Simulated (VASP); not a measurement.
Here is a VASP 6.6.1 calculation.

The input INCAR:

```
SYSTEM = MgI2
PREC = Accurate ; ENCUT = 520
EDIFF = 1E-6 ; ISMEAR = 0
SIGMA = 0.05 ; LREAL = .FALSE.
LASPH = .TRUE. ; NELM = 60
ALGO = Normal ; ISIF = 2
LWAVE = .FALSE. ; LCHARG = .FALSE.
GGA = PE ; NBANDS = 15
```

File KPOINTS:

```
Automatic mesh
0
G
  6 6 4
  0 0 0
```

Contents of POSCAR:

```
MgI2
1.0
    4.1537001214      0.0000000000      0.0000000000
   -2.0768500607      3.5972098248      0.0000000000
    0.0000000000      0.0000000000      6.8620000000
Mg I
1 2
Direct
   -0.0416989854     -0.0833979708     -0.0218595162
    0.3333333333      0.6666666667      0.7576300000
    0.6666666667      0.3333333333      0.2423700000
```

Potentials or basis: VASP PAW PBE potentials, release 64 (Mg, I).

Run with:

```console
$ cat potpaw_PBE.64/Mg/POTCAR potpaw_PBE.64/I/POTCAR > POTCAR
$ mpirun -np 1 vasp_std > vasp.out
```

Q: Estimate the pressure.

A: 2.2 GPa.

Q: What does it give for the band gap on the k mesh?

A: 3.23 eV (least direct gap 3.36 eV).

Q: Estimate the largest force.

A: 1.136 eV/Å.

Forces in eV/Å, atoms in the order of the input:
```
Mg   0.000  0.728  0.873
I    0.000 -0.406 -0.698
I    0.000 -0.322 -0.175
```

Caveat: the cell differs from its parent crystal (atom 1 (Mg) moved by (-0.300, -0.150) A along y and z); spin-orbit coupling is left out, which moves the levels of the heavy elements; this functional lacks dispersion, which binds layers or chains, so the pressure and a relaxed spacing across them are unreliable; forces of over 1 eV/Å act on the atoms, so gaps and moduli don't describe the material at rest. A k mesh can miss the band edges.
